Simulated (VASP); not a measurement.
# ZnO (zincite) (P6_3mc) in VASP: further runs

Runs on ZnO (zincite). Level: PBE. Tasks: single point.

Program: VASP 6.6.1. These are calculated values, not measurements. Logs are shortened: lines on timing, memory, paths and dates and some standing lists are left out, and cuts for length are marked.

**Experimental background.**

“Electronic structure of alkaline earth and post-transition metal oxides”, 2009, arxiv:0908.1581 quotes, for a bulk crystal of ZnO: band gap 3.37 eV.

The results are compared with them further down.

## Step 1: The cell of the first run

The structure is hexagonal, space group P6_3mc (No. 186). Conventional cell: a = 3.306 Å, b = 3.306 Å, c = 5.297 Å, α = 90.00°, β = 90.00°, γ = 120.00°. Within 2.7 Å of Zn (site symmetry 3m) lie 4 O at 2.01 Å. O (site symmetry 3m) has 4 Zn at 2.01 Å within 2.7 Å.

## Step 2: Single point, PBE

Contents of INCAR:

```
ALGO = Normal
EDIFF = 1E-6
ENCUT = 520
GGA = PE
ISIF = 2
ISMEAR = 0
LASPH = T
LCHARG = F
LREAL = F
LWAVE = F
NBANDS = 26
NELM = 80
PREC = Accurate
SIGMA = 0.01
```

Contents of KPOINTS:

```
k-points
0
Gamma
  12 12 4
```

Contents of POSCAR:

```
ZnO
1.0
    3.3060759204      0.0000000000      0.0000000000
   -1.6530379602      2.8631454564      0.0000000000
    0.0000000000      0.0000000000      5.2966567570
Zn O
2 2
Direct
    0.3333333333      0.6666666667      0.5000000000
    0.6666666667      0.3333333333      0.0000000000
    0.6666666667      0.3333333333      0.3790100000
    0.3333333333      0.6666666667      0.8790100000
```

Potentials or basis: VASP PAW PBE potentials, release 64 (Zn, O).

On the command line:

```
$ cat potpaw_PBE.64/Zn/POTCAR potpaw_PBE.64/O/POTCAR > POTCAR
$ mpirun -np 1 vasp_std > vasp.out
```

OUTCAR:

```text
EDIFF = 1E-6
   ENCUT = 520
   GGA = PE
   ISIF = 2
   ISMEAR = 0
   LASPH = T
   LREAL = F
   NELM = 80
   PREC = Accurate

 ion  position               nearest neighbor table
   1  0.333  0.667  0.500-   4 2.01   3 2.01   3 2.01   3 2.01
   2  0.667  0.333  0.000-   3 2.01   4 2.01   4 2.01   4 2.01
   3  0.667  0.333  0.379-   2 2.01   1 2.01   1 2.01   1 2.01
   4  0.333  0.667  0.879-   1 2.01   2 2.01   2 2.01   2 2.01

  LATTYP: Found a hexagonal cell.
 ALAT       =     3.3060759204
 C/A-ratio  =     1.6020977390

  Lattice vectors:

 A1 = (   3.3060759204,   0.0000000000,   0.0000000000)
 A2 = (  -1.6530379602,   2.8631454564,   0.0000000000)
 A3 = (   0.0000000000,   0.0000000000,   5.2966567570)

Analysis of symmetry for initial positions (statically):
=====================================================================
 Subroutine PRICEL returns:
 Original cell was already a primitive cell.

 Routine SETGRP: Setting up the symmetry group for a
 hexagonal supercell.

 Subroutine GETGRP returns: Found 12 space group operations
 (whereof  6 operations were pure point group operations)
 out of a pool of 24 trial point group operations.

The static configuration has the point symmetry C_3v.
 The point group associated with its full space group is C_6v.

Analysis of symmetry for dynamics (positions and initial velocities):
=====================================================================
 Subroutine PRICEL returns:
 Original cell was already a primitive cell.

 Routine SETGRP: Setting up the symmetry group for a
 hexagonal supercell.

 Subroutine GETGRP returns: Found 12 space group operations
 (whereof  6 operations were pure point group operations)
 out of a pool of 24 trial point group operations.

The dynamic configuration has the point symmetry C_3v.
 The point group associated with its full space group is C_6v.

 Subroutine INISYM returns: Found 12 space group operations
 (whereof  6 operations are pure point group operations),
 and found     1 'primitive' translations

----------------------------------------------------------------------------------------

                                     Primitive cell

  volume of cell :      50.1370

[... 82 lines left out ...]
 SYSTEM =  unknown system
   PREC   = accura    normal or accurate (medium, high low for compatibility)
   ISTART =      0    job   : 0-new  1-cont  2-samecut
   ICHARG =      2    charge: 1-file 2-atom 10-const
   ISPIN  =      1    spin polarized calculation?
   LNONCOLLINEAR =      F non collinear calculations
   LSORBIT =      F    spin-orbit coupling
   LASPH  =      T    aspherical Exc in radial PAW
   ENCUT  =  520.0 eV  38.22 Ry    6.18 a.u.   6.15  6.15  9.85*2*pi/ulx,y,z
   NELM   =     80;   NELMIN=  2; NELMDL= -5     # of ELM steps
   EDIFF  = 0.1E-05   stopping-criterion for ELM
   LREAL  =      F    real-space projection
   EDIFFG = 0.1E-04   stopping-criterion for IOM
   NSW    =      0    number of steps for IOM
   IBRION =     -1    ionic relax: 0-MD 1-quasi-New 2-CG
   NFREE  =      0    steps in history (QN), initial steepest desc. (CG)
   ISIF   =      2    stress and relaxation
   ISYM   =      2    0-nonsym 1-usesym 2-fastsym
   POTIM  = 0.5000    time-step for ionic-motion
   TEBEG  =    0.0;   TEEND  =   0.0 temperature during run
   PSTRESS=    0.0 pullay stress
   NELECT =      36.0000    total number of electrons
   NUPDOWN=      -1.0000    fix difference up-down
   EMIN   =  10.00;   EMAX   =-10.00  energy-range for DOS
   EFERMI =   0.00;   METHOD = LEGACY
   ISMEAR =     0;   SIGMA  =   0.01  broadening in eV -4-tet -1-fermi 0-gaus
   EFERMI_NEDOS =   21; number of points for ismear=-14 and -15
   IALGO  =     38    algorithm
   IMIX   =      4    mixing-type and parameters
     AMIX     =   0.40;   BMIX     =  1.00
     AMIX_MAG =   1.60;   BMIX_MAG =  1.00
  volume/ion in A,a.u.               =      12.53        84.59
  Fermi-wavevector in a.u.,A,eV,Ry     =   1.465963  2.770268 29.239562  2.149047
  Thomas-Fermi vector in A             =   2.581757
   LORBIT       =      0    0 simple, 1 ext, 2 COOP (PROOUT), +10 PAW based schemes
   GGA     = PE    functional components
   LHFCALC =     F    Hartree Fock is set to
   AEXX    =    0.0000 exact exchange contribution
   IVDW    =     0    specifies the selected vdW correction
   LEPSILON=     F    determine dielectric tensor
   LRPA    =     F    only Hartree local field effects (RPA)
 non-spin polarized calculation
 Gauss-broadening in eV      SIGMA  =   0.01
  energy-cutoff  :      520.00
  volume of cell :       50.14
 maximum number of plane-waves:      1387
 NGX is ok and might be reduce to    28
   NGX = 13   NGY = 13   NGZ = 19

 number of electron      36.0000023 magnetization

 Free energy of the ion-electron system (eV)
  ---------------------------------------------------
  ext. energy  EPLUGINS =         0.00000000
  ---------------------------------------------------
  free energy    TOTEN  =       -17.85927643 eV

  energy without entropy =      -17.85927643  energy(sigma->0) =      -17.85927643

 E-fermi :   0.8633     XC(G=0): -10.6371

 val. band max:        0.7440036117   @ k =   0.0000   0.0000   0.0000
 cond. band min:       1.4560488869   @ k =   0.0000   0.0000   0.0000
 fundamental gap:      0.7120452752
 Fermi energy:         0.8632713533

 k-point     1 :       0.0000    0.0000    0.0000
  band No.  band energies     occupation
      1     -16.9401      2.00000
      2     -16.2859      2.00000
      3      -4.7096      2.00000
      4      -4.7096      2.00000
      5      -4.6765      2.00000
      6      -4.5287      2.00000
[... 685 lines left out ...]
     25      13.8703      0.00000
     26      14.3035      0.00000

 [... further k-points ...]
[... 5 lines left out ...]
  --------------------------------------------------------------------------------------
  -------------------------------------------------------------------------------------
  Total       -0.5462598     -0.5462597     -0.0733724      0.0000000     -0.0000000      0.0000000
  in kB      -17.4562817    -17.4562783     -2.3446878      0.0000000     -0.0000000      0.0000000
  external PRESSURE =     -12.4190826 kB  Pullay stress =       0.0000000 kB

 VOLUME and BASIS-vectors are now :
 -----------------------------------------------------------------------------
  energy-cutoff  :      520.00
  volume of cell :       50.14
      direct lattice vectors                 reciprocal lattice vectors
     3.306075920  0.000000000  0.000000000     0.302473393  0.174633112  0.000000000
    -1.653037960  2.863145456  0.000000000     0.000000000  0.349266223  0.000000000
     0.000000000  0.000000000  5.296656757     0.000000000  0.000000000  0.188798339

 POSITION                                       TOTAL-FORCE (eV/Angst)
 -----------------------------------------------------------------------------------
     -0.00000      1.90876      2.64833        -0.000000      0.000000     -0.056353
      1.65304      0.95438      0.00000         0.000000     -0.000000     -0.056353
      1.65304      0.95438      2.00749         0.000000     -0.000000      0.056353
     -0.00000      1.90876      4.65581        -0.000000      0.000000      0.056353
 -----------------------------------------------------------------------------------
    total drift:                                0.000000      0.000001     -0.000751

  FREE ENERGIE OF THE ION-ELECTRON SYSTEM (eV)
  ---------------------------------------------------
  free  energy   TOTEN  =       -17.8592764315 eV

  energy  without entropy=      -17.8592764315  energy(sigma->0) =      -17.85927643
```

OSZICAR:

```text
N       E                     dE             d eps       ncg     rms          rms(c)
DAV:   1     0.292466062133E+03    0.29247E+03   -0.18071E+04  2988   0.197E+03
DAV:   2     0.108048224891E+02   -0.28166E+03   -0.26440E+03  3138   0.403E+02
DAV:   3    -0.204807158728E+02   -0.31286E+02   -0.30868E+02  3284   0.138E+02
DAV:   4    -0.211044609224E+02   -0.62375E+00   -0.62234E+00  3230   0.200E+01
DAV:   5    -0.211075915764E+02   -0.31307E-02   -0.31305E-02  3240   0.146E+00    0.138E+01
DAV:   6    -0.176975026282E+02    0.34101E+01   -0.67913E+00  4672   0.631E+01    0.824E+00
DAV:   7    -0.178992876578E+02   -0.20179E+00   -0.29690E+00  3074   0.173E+01    0.499E+00
DAV:   8    -0.179078133569E+02   -0.85257E-02   -0.53046E-01  4082   0.735E+00    0.164E+00
DAV:   9    -0.178567913402E+02    0.51022E-01   -0.10664E-01  4282   0.643E+00    0.303E-01
DAV:  10    -0.178591241222E+02   -0.23328E-02   -0.34232E-02  3016   0.138E+00    0.119E-01
DAV:  11    -0.178592741103E+02   -0.14999E-03   -0.85325E-04  3234   0.631E-01    0.595E-02
DAV:  12    -0.178592650994E+02    0.90110E-05   -0.25249E-04  4062   0.466E-01    0.161E-02
DAV:  13    -0.178592809818E+02   -0.15882E-04   -0.50677E-05  3134   0.839E-02    0.183E-02
DAV:  14    -0.178592766928E+02    0.42890E-05   -0.15270E-05  3328   0.338E-02    0.218E-03
DAV:  15    -0.178592764315E+02    0.26135E-06   -0.84134E-07  2092   0.955E-03
   1 F= -.17859276E+02 E0= -.17859276E+02  d E =-.326643E-66
```

Wall time 72 s (1 thread of Intel Xeon 6975P-C, shared host); peak memory 0.21 GiB.

Results:

```yaml
Free_energy: -17.8593 eV
Pressure: -1.2 GPa
Largest_force: 0.056 eV/Å
Band_gap_on_the_k_mesh: 0.71 eV, direct
```

Forces on the atoms (eV/Å):
```
Zn   0.000  0.000 -0.056
Zn   0.000  0.000 -0.056
O    0.000  0.000  0.056
O    0.000  0.000  0.056
```

Stress tensor (GPa, compression positive):
```
-1.75  0.00  0.00
 0.00 -1.75  0.00
 0.00  0.00 -0.23
```

## Step 3: Single point, PBE

This run uses another cell than the first one, of 12.85 Å³/atom, 1.025 times its volume.

Contents of INCAR:

```
PREC = Accurate
ENCUT = 520
EDIFF = 1E-6
ISMEAR = 0
SIGMA = 0.01
LREAL = F
LASPH = T
NELM = 80
ALGO = Normal
ISIF = 2
LWAVE = F
LCHARG = F
GGA = PE
NBANDS = 26
```

Contents of KPOINTS:

```
Automatic mesh
0
Gamma
  12 12 4
```

Contents of POSCAR:

```
ZnO
1.0
    3.3337431140      0.0000000000      0.0000000000
   -1.6668715570      2.8871059466      0.0000000000
    0.0000000000      0.0000000000      5.3409823052
Zn O
2 2
Direct
    0.3333333333      0.6666666667      0.5000000000
    0.6666666667      0.3333333333      0.0000000000
    0.6666666667      0.3333333333      0.3790100000
    0.3333333333      0.6666666667      0.8790100000
```

Potentials or basis: VASP PAW PBE potentials, release 64 (Zn, O).

On the command line:

```
$ cat potpaw_PBE.64/Zn/POTCAR potpaw_PBE.64/O/POTCAR > POTCAR
$ mpirun -np 1 vasp_std > vasp.out
```

It took 73 s on 1 thread of Intel Xeon 6975P-C, shared host; peak memory 0.21 GiB.

Results (log left out):

```yaml
Free_energy: -17.8387 eV
Pressure: -4.1 GPa
Largest_force: 0.048 eV/Å
Band_gap_on_the_k_mesh: 0.67 eV, direct
```

Forces in eV/Å, atoms in the order of the input:
```
Zn   0.000  0.000 -0.048
Zn   0.000  0.000 -0.048
O    0.000  0.000  0.048
O    0.000  0.000  0.048
```

Stress tensor (GPa, compression positive):
```
-4.61  0.00  0.00
 0.00 -4.61  0.00
 0.00  0.00 -3.21
```

Levels at points of the mesh, in eV from the valence-band top:
| k point | band 14 | band 15 | band 16 | band 17 | band 18 | band 19 | band 20 | band 21 | band 22 | band 23 |
| --- | --- | --- | --- | --- | --- | --- | --- | --- | --- | --- |
| (0.00, 0.00, 0.00) | -0.72 | -0.72 | -0.05 | 0.00 | 0.00 | 0.67 | 4.92 | 8.00 | 12.45 | 12.45 |
| (0.50, 0.00, 0.00) | -3.28 | -2.60 | -2.03 | -1.16 | -0.73 | 5.44 | 6.76 | 7.52 | 7.95 | 10.26 |
| (0.00, 0.00, 0.50) | -2.18 | -0.36 | -0.36 | -0.36 | -0.36 | 3.27 | 3.27 | 9.80 | 9.80 | 12.73 |
| (0.50, 0.00, 0.50) | -3.60 | -1.35 | -1.35 | -1.22 | -1.22 | 5.57 | 5.57 | 7.99 | 7.99 | 11.01 |

A hybrid or GW would open this gap; PBE tends to underestimate it.

## Step 4: Single point, PBE

This run uses another cell than the first one, of 11.26 Å³/atom, 0.899 times its volume.

Contents of INCAR:

```
SYSTEM = ZnO
PREC = Accurate
ENCUT = 910
EDIFF = 1E-6
ISMEAR = 0
SIGMA = 0.01
LREAL = .False.
LASPH = .True.
NELM = 120
ALGO = Normal
ISIF = 2
LWAVE = .False.
LCHARG = .True.
GGA = PE
LELF = .True.
LVHAR = .True.
NBANDS = 26
GGA_COMPAT = .False.
```

Contents of KPOINTS:

```
Automatic mesh
0
Gamma
  12 12 4
  0 0 0
```

Contents of POSCAR:

```
ZnO
1.0
    3.1904840287      0.0000000000      0.0000000000
   -1.5952420144      2.7630399515      0.0000000000
    0.0000000000      0.0000000000      5.1114672486
Zn O
2 2
Direct
    0.3333333333      0.6666666667      0.5000000000
    0.6666666667      0.3333333333      0.0000000000
    0.6666666667      0.3333333333      0.3790100000
    0.3333333333      0.6666666667      0.8790100000
```

Potentials or basis: VASP PAW PBE potentials, release 64 (Zn, O_h).

On the command line:

```
$ cat potpaw_PBE.64/Zn/POTCAR potpaw_PBE.64/O_h/POTCAR > POTCAR
$ mpirun -np 1 vasp_std > vasp.out
```

Wall time 86 s (1 thread of AMD EPYC 9R45 (Zen 5), shared host); peak memory 0.26 GiB.

It converged, with:

- Free energy: -17.6674 eV
- Pressure: 15.2 GPa
- Largest force: 0.095 eV/Å
- Band gap on the k mesh: 0.87 eV, direct

Forces on the atoms (eV/Å):
```
Zn   0.000  0.000 -0.095
Zn   0.000  0.000 -0.095
O    0.000  0.000  0.095
O    0.000  0.000  0.095
```

Stress tensor (GPa, compression positive):
```
14.55  0.00  0.00
 0.00 14.55  0.00
 0.00  0.00 16.62
```

Levels at points of the mesh, in eV from the valence-band top:
```csv
k point,band 15,band 16,band 17,band 18,band 19,band 20,band 21,band 22
"(0.00, 0.00, 0.00)",-0.88,-0.09,0.00,0.00,0.87,5.41,8.45,13.13
"(0.50, 0.00, 0.00)",-2.98,-2.47,-1.37,-0.90,6.01,6.93,7.69,8.85
"(0.00, 0.00, 0.50)",-0.43,-0.43,-0.43,-0.43,3.59,3.59,10.35,10.35
"(0.50, 0.00, 0.50)",-1.63,-1.63,-1.45,-1.45,5.81,5.81,8.74,8.74
```

Caveat: the cutoff is under 1.25 times the usual one of these potentials, so pressure, stress and relaxed cells hold a basis-set (Pulay) error.

## Step 5: The runs side by side

```tsv
potentials or basis	cell	cutoff (eV)	second run	gap on the mesh (eV)	pressure (GPa)	largest force (eV/Å)
VASP PAW PBE potentials, release 64 (Zn, O)	a = 3.306, b = 3.306, c = 5.297 Å, angles 90.0, 90.0, 120.0°, 4 atoms	520	-	0.71	-1.2	0.06
VASP PAW PBE potentials, release 64 (Zn, O)	a = 3.334, b = 3.334, c = 5.341 Å, angles 90.0, 90.0, 120.0°, 4 atoms	520	-	0.67	-4.1	0.05
VASP PAW PBE potentials, release 64 (Zn, O_h)	a = 3.190, b = 3.190, c = 5.111 Å, angles 90.0, 90.0, 120.0°, 4 atoms	910	hard_potentials	0.87	15.2	0.09
```

Alike in all rows: task single point; level PBE; no spin polarisation; k mesh 12 × 12 × 4; smearing gaussian 0.01 eV.

Caveats: the cutoff is under 1.25 times the usual one of these potentials, so pressure, stress and relaxed cells hold a basis-set (Pulay) error (some runs).

Total energies depend on the potentials used, so only differences within one code and one set of settings carry meaning.

## Step 6: Comparison with measurements

Step 2. Measured gap of ZnO: 3.37 eV (quoted in “Electronic structure of alkaline earth and post-transition metal oxides”, 2009, arxiv:0908.1581). This calculation gives 0.71 eV (-2.66 eV). So large a miss can be the level of theory's own, or it may mean another phase, state or a wrong row. The value is that of PBE, without temperature or zero-point motion. Semilocal functionals fall short of measured gaps as a rule.
